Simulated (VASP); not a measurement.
# InSb (I4/mmm) in VASP: a series of runs

InSb is run at these levels: PBE; tasks: single point.

All numbers are computed with VASP 6.6.1; they aren't measurements. Logs are shortened: lines on timing, memory, paths and dates and some standing lists are left out, and cuts for length are marked.

### 1 The cell of the first run

Symmetry: I4/mmm, No. 139, tetragonal system. Conventional cell: a = 4.537 Å, b = 4.537 Å, c = 5.349 Å, α = 90.00°, β = 90.00°, γ = 90.00°. In (site symmetry 4/mmm) has 6 Sb at 2.67 to 3.21 Å within 3.5 Å. Within 3.5 Å of Sb (site symmetry 4/mmm) lie 6 In at 2.67 to 3.21 Å.

### 2 Single point, PBE (27.53 Å³/atom)

The input, INCAR:

```
SYSTEM = InSb
  PREC = Accurate
  ENCUT = 520
  EDIFF = 1E-6
  ISMEAR = 0
  SIGMA = 0.15
  LREAL = .FALSE.
  LASPH = .TRUE.
  NELM = 80
  ALGO = Normal
  ISIF = 2
  LWAVE = .FALSE.
  LCHARG = .FALSE.
  GGA = PE
  NBANDS = 16
```

The input, KPOINTS:

```
Automatic mesh
0
G
  14 14 14
  0 0 0
```

The input, POSCAR:

```
InSb
1.0
    0.0000000000      3.2083580939      2.6744873071
    3.2083580939      0.0000000000      2.6744873071
    3.2083580939      3.2083580939      0.0000000000
In Sb
1 1
Direct
    0.0000000000      0.0000000000      0.0000000000
    0.5000000000      0.5000000000      0.5000000000
```

Potentials or basis: VASP PAW PBE potentials, release 64 (In_d, Sb).

Launch:

```
$ cat potpaw_PBE.64/In_d/POTCAR potpaw_PBE.64/Sb/POTCAR > POTCAR
$ mpirun -np 1 vasp_std > vasp.out
```

OUTCAR:

```text
SYSTEM = InSb
   PREC = Accurate
   ENCUT = 520
   EDIFF = 1E-6
   ISMEAR = 0
   LREAL = .FALSE.
   LASPH = .TRUE.
   NELM = 80
   ISIF = 2
   GGA = PE

 ion  position               nearest neighbor table
   1  0.000  0.000  0.000-   2 2.67   2 2.67   2 3.21   2 3.21   2 3.21   2 3.21
   2  0.500  0.500  0.500-   1 2.67   1 2.67   1 3.21   1 3.21   1 3.21   1 3.21

  LATTYP: Found a body centered tetragonal cell.
 ALAT       =     4.5373035293
 C/A-ratio  =     1.1788884256

  Lattice vectors:

 A1 = (   0.0000000000,  -3.2083580939,  -2.6744873071)
 A2 = (   0.0000000000,   3.2083580939,  -2.6744873071)
 A3 = (   3.2083580939,   0.0000000000,   2.6744873071)

Analysis of symmetry for initial positions (statically):
=====================================================================
 Subroutine PRICEL returns:
 Original cell was already a primitive cell.

 Routine SETGRP: Setting up the symmetry group for a
 body centered tetragonal supercell.

 Subroutine GETGRP returns: Found 16 space group operations
 (whereof 16 operations were pure point group operations)
 out of a pool of 16 trial point group operations.

The static configuration has the point symmetry D_4h.

Analysis of symmetry for dynamics (positions and initial velocities):
=====================================================================
 Subroutine PRICEL returns:
 Original cell was already a primitive cell.

 Routine SETGRP: Setting up the symmetry group for a
 body centered tetragonal supercell.

 Subroutine GETGRP returns: Found 16 space group operations
 (whereof 16 operations were pure point group operations)
 out of a pool of 16 trial point group operations.

The dynamic configuration has the point symmetry D_4h.

 Subroutine INISYM returns: Found 16 space group operations
 (whereof 16 operations are pure point group operations),
 and found     1 'primitive' translations

----------------------------------------------------------------------------------------

                                     Primitive cell

  volume of cell :      55.0600

  direct lattice vectors                    reciprocal lattice vectors
     0.000000000  3.208358094  2.674487307    -0.155842953  0.155842953  0.186951719
     3.208358094  0.000000000  2.674487307     0.155842953 -0.155842953  0.186951719
     3.208358094  3.208358094  0.000000000     0.155842953  0.155842953 -0.186951719

  length of vectors
     4.176894063  4.176894063  4.537303529     0.289006916  0.289006916  0.289006916

  position of ions in fractional coordinates (direct lattice)
     0.000000000  0.000000000  0.000000000
     0.500000000  0.500000000  0.500000000

  ion indices of the primitive-cell ions
   primitive index   ion index
                 1           1
                 2           2

----------------------------------------------------------------------------------------

 KPOINTS: Automatic mesh

Automatic generation of k-mesh.
 Grid dimensions read from file:
 generate k-points for:   14   14   14

 Generating k-lattice:

  Cartesian coordinates                     Fractional coordinates (reciprocal lattice)
    -0.011131640  0.011131640  0.013353694     0.071428571  0.000000000  0.000000000
     0.011131640 -0.011131640  0.013353694     0.000000000  0.071428571  0.000000000
     0.011131640  0.011131640 -0.013353694     0.000000000  0.000000000  0.071428571

  Length of vectors
     0.020643351  0.020643351  0.020643351

  Shift w.r.t. Gamma in fractional coordinates (k-lattice)
     0.000000000  0.000000000  0.000000000

 Subroutine IBZKPT returns following result:
 ===========================================

 Found    244 irreducible k-points:

 Following reciprocal coordinates:
            Coordinates               Weight
  0.000000  0.000000  0.000000      1.000000
  0.071429 -0.000000  0.000000      8.000000
  0.142857  0.000000  0.000000      8.000000
  0.214286  0.000000  0.000000      8.000000
  0.285714  0.000000  0.000000      8.000000
  0.357143  0.000000  0.000000      8.000000
[... 16 lines left out ...]
  0.214286  0.142857  0.000000      8.000000
  0.285714  0.142857  0.000000      8.000000
 [... further k-points ...]
   k-points           NKPTS =    244   k-points in BZ     NKDIM =    244   number of bands    NBANDS=     16
   number of dos      NEDOS =    301   number of ions     NIONS =      2
   total plane-waves  NPLWV =  36864
   dimension x,y,z NGX =    32 NGY =   32 NGZ =   36
   dimension x,y,z NGXF=    64 NGYF=   64 NGZF=   72
   ions per type =               1   1
   NGX,Y,Z   is equivalent  to a cutoff of  12.74, 12.74, 13.19 a.u.
   NGXF,Y,Z  is equivalent  to a cutoff of  25.47, 25.47, 26.38 a.u.
 SYSTEM =  InSb
   PREC   = accura    normal or accurate (medium, high low for compatibility)
   ISTART =      0    job   : 0-new  1-cont  2-samecut
   ICHARG =      2    charge: 1-file 2-atom 10-const
   ISPIN  =      1    spin polarized calculation?
   LNONCOLLINEAR =      F non collinear calculations
   LSORBIT =      F    spin-orbit coupling
   LASPH  =      T    aspherical Exc in radial PAW
   ENCUT  =  520.0 eV  38.22 Ry    6.18 a.u.   7.77  7.77  8.44*2*pi/ulx,y,z
   NELM   =     80;   NELMIN=  2; NELMDL= -5     # of ELM steps
   EDIFF  = 0.1E-05   stopping-criterion for ELM
   LREAL  =      F    real-space projection
   EDIFFG = 0.1E-04   stopping-criterion for IOM
   NSW    =      0    number of steps for IOM
   IBRION =     -1    ionic relax: 0-MD 1-quasi-New 2-CG
   NFREE  =      0    steps in history (QN), initial steepest desc. (CG)
   ISIF   =      2    stress and relaxation
   ISYM   =      2    0-nonsym 1-usesym 2-fastsym
   POTIM  = 0.5000    time-step for ionic-motion
   TEBEG  =    0.0;   TEEND  =   0.0 temperature during run
   PSTRESS=    0.0 pullay stress
   NELECT =      18.0000    total number of electrons
   NUPDOWN=      -1.0000    fix difference up-down
   EMIN   =  10.00;   EMAX   =-10.00  energy-range for DOS
   EFERMI =   0.00;   METHOD = LEGACY
   ISMEAR =     0;   SIGMA  =   0.15  broadening in eV -4-tet -1-fermi 0-gaus
   EFERMI_NEDOS =   21; number of points for ismear=-14 and -15
   IALGO  =     38    algorithm
   IMIX   =      4    mixing-type and parameters
     AMIX     =   0.40;   BMIX     =  1.00
     AMIX_MAG =   1.60;   BMIX_MAG =  1.00
  volume/ion in A,a.u.               =      27.53       185.78
  Fermi-wavevector in a.u.,A,eV,Ry     =   1.127769  2.131175 17.304754  1.271864
  Thomas-Fermi vector in A             =   2.264457
   LORBIT       =      0    0 simple, 1 ext, 2 COOP (PROOUT), +10 PAW based schemes
   GGA     = PE    functional components
   LHFCALC =     F    Hartree Fock is set to
   AEXX    =    0.0000 exact exchange contribution
   IVDW    =     0    specifies the selected vdW correction
   LEPSILON=     F    determine dielectric tensor
   LRPA    =     F    only Hartree local field effects (RPA)
 non-spin polarized calculation
 Gauss-broadening in eV      SIGMA  =   0.15
  energy-cutoff  :      520.00
  volume of cell :       55.06
 maximum number of plane-waves:      1506
   NGX = 15   NGY = 15   NGZ = 17

 number of electron      17.9999998 magnetization

 Free energy of the ion-electron system (eV)
  ---------------------------------------------------
  ext. energy  EPLUGINS =         0.00000000
  ---------------------------------------------------
  free energy    TOTEN  =        -6.13825315 eV

  energy without entropy =       -6.12391821  energy(sigma->0) =       -6.13108568

 E-fermi :   7.2212     XC(G=0):  -9.9126

 val. band max:        7.2209831589   @ k =   0.5000   0.1429   0.0714
 cond. band min:       7.2235136530   @ k =   0.4286   0.1429   0.0714
 fundamental gap:      0.0025304941
 Fermi energy:         7.2212359187

 k-point     1 :       0.0000    0.0000    0.0000
  band No.  band energies     occupation
      1      -7.5926      2.00000
      2      -7.4263      2.00000
      3      -7.4263      2.00000
      4      -7.3788      2.00000
      5      -7.3329      2.00000
      6      -4.1003      2.00000
[... 8 lines left out ...]
     15      14.3087      0.00000
     16      14.7511      0.00000

 k-point     2 :       0.0714   -0.0000    0.0000
  band No.  band energies     occupation
      1      -7.5934      2.00000
      2      -7.4256      2.00000
      3      -7.4253      2.00000
      4      -7.3786      2.00000
      5      -7.3330      2.00000
      6      -4.0465      2.00000
[... 8 lines left out ...]
     15      14.0818      0.00000
     16      15.0580      0.00000

 k-point     3 :       0.1429    0.0000    0.0000
  band No.  band energies     occupation
      1      -7.5956      2.00000
      2      -7.4239      2.00000
      3      -7.4235      2.00000
      4      -7.3771      2.00000
      5      -7.3332      2.00000
      6      -3.8857      2.00000
[... 8 lines left out ...]
     15      14.1621      0.00000
     16      15.8147      0.00000

 k-point     4 :       0.2143    0.0000    0.0000
  band No.  band energies     occupation
      1      -7.5995      2.00000
      2      -7.4235      2.00000
      3      -7.4218      2.00000
      4      -7.3723      2.00000
      5      -7.3333      2.00000
      6      -3.6210      2.00000
[... 8 lines left out ...]
     15      14.7197      0.00000
     16      15.1842      0.00000
[... 324 lines left out ...]
 k-point    22 :       0.1429    0.1429    0.0000
  band No.  band energies     occupation
      1      -7.5894      2.00000
      2      -7.4207      2.00000
      3      -7.4207      2.00000
      4      -7.3710      2.00000
      5      -7.3394      2.00000
      6      -3.7591      2.00000
[... 8 lines left out ...]
     15      15.0095      0.00000
     16      15.3402      0.00000

 k-point    23 :       0.2143    0.1429    0.0000
  band No.  band energies     occupation
      1      -7.5958      2.00000
      2      -7.4178      2.00000
      3      -7.4171      2.00000
      4      -7.3663      2.00000
      5      -7.3419      2.00000
      6      -3.5234      2.00000
[... 8 lines left out ...]
     15      15.4401      0.00000
     16      15.8956      0.00000

 k-point    24 :       0.2857    0.1429    0.0000
  band No.  band energies     occupation
      1      -7.6074      2.00000
      2      -7.4168      2.00000
      3      -7.4133      2.00000
      4      -7.3595      2.00000
      5      -7.3432      2.00000
      6      -3.1805      2.00000
[... 8 lines left out ...]
     15      16.3245      0.00000
     16      16.5333      0.00000

 [... further k-points ...]

------------------------ aborting loop because EDIFF is reached ----------------------------------------

  FORCE on cell =-STRESS in cart. coord.  units (eV):
  Direction    XX          YY          ZZ          XY          YZ          ZX
  --------------------------------------------------------------------------------------
  -------------------------------------------------------------------------------------
  Total       -0.4481698     -0.4481698      8.7292337      0.0000000      0.0000000      0.0000000
  in kB      -13.0411813    -13.0411813    254.0098129      0.0000000      0.0000000      0.0000000
  external PRESSURE =      75.9758168 kB  Pullay stress =       0.0000000 kB

 VOLUME and BASIS-vectors are now :
 -----------------------------------------------------------------------------
  energy-cutoff  :      520.00
  volume of cell :       55.06
      direct lattice vectors                 reciprocal lattice vectors
     0.000000000  3.208358094  2.674487307    -0.155842953  0.155842953  0.186951719
     3.208358094  0.000000000  2.674487307     0.155842953 -0.155842953  0.186951719
     3.208358094  3.208358094  0.000000000     0.155842953  0.155842953 -0.186951719

 POSITION                                       TOTAL-FORCE (eV/Angst)
 -----------------------------------------------------------------------------------
      0.00000      0.00000      0.00000         0.000000      0.000000      0.000000
      3.20836      3.20836      2.67449         0.000000      0.000000     -0.000000
 -----------------------------------------------------------------------------------
    total drift:                                0.000000     -0.000000     -0.000000

  FREE ENERGIE OF THE ION-ELECTRON SYSTEM (eV)
  ---------------------------------------------------
  free  energy   TOTEN  =        -6.1382531544 eV

  energy  without entropy=       -6.1239182058  energy(sigma->0) =       -6.13108568
```

Wall time 3.4 min (1 thread of Intel Xeon Platinum 8259CL at 2.50GHz (Skylake/Cascade Lake), shared host); peak memory 0.36 GiB.

Results:

```
Free energy            : -6.1383 eV
Pressure               : 7.6 GPa
Band gap on the k mesh : zero (bands 9 and 10 overlap by 3.46 eV)
```

Levels at points of the mesh, in eV from the Fermi level:
| k point | band 5 | band 6 | band 7 | band 8 | band 9 | band 10 | band 11 | band 12 | band 13 | band 14 |
| --- | --- | --- | --- | --- | --- | --- | --- | --- | --- | --- |
| (0.00, 0.00, 0.00) | -14.55 | -11.32 | -1.40 | 0.17 | 0.59 | 0.59 | 4.54 | 4.54 | 6.06 | 6.06 |
| (0.50, 0.00, 0.00) | -14.55 | -9.47 | -6.80 | -0.10 | 0.34 | 1.50 | 1.82 | 4.29 | 4.50 | 9.50 |
| (0.50, 0.50, 0.00) | -14.56 | -7.82 | -4.71 | -3.96 | -2.83 | -2.83 | 2.68 | 8.23 | 8.23 | 10.29 |
| (0.50, 0.00, 0.50) | -14.54 | -9.15 | -4.74 | -2.99 | -2.45 | -0.90 | 3.61 | 5.98 | 9.63 | 10.32 |

Caveat: the cell stands under pressure; spin-orbit coupling is left out, which moves the levels of the heavy elements.

[end of part 1 of 2]
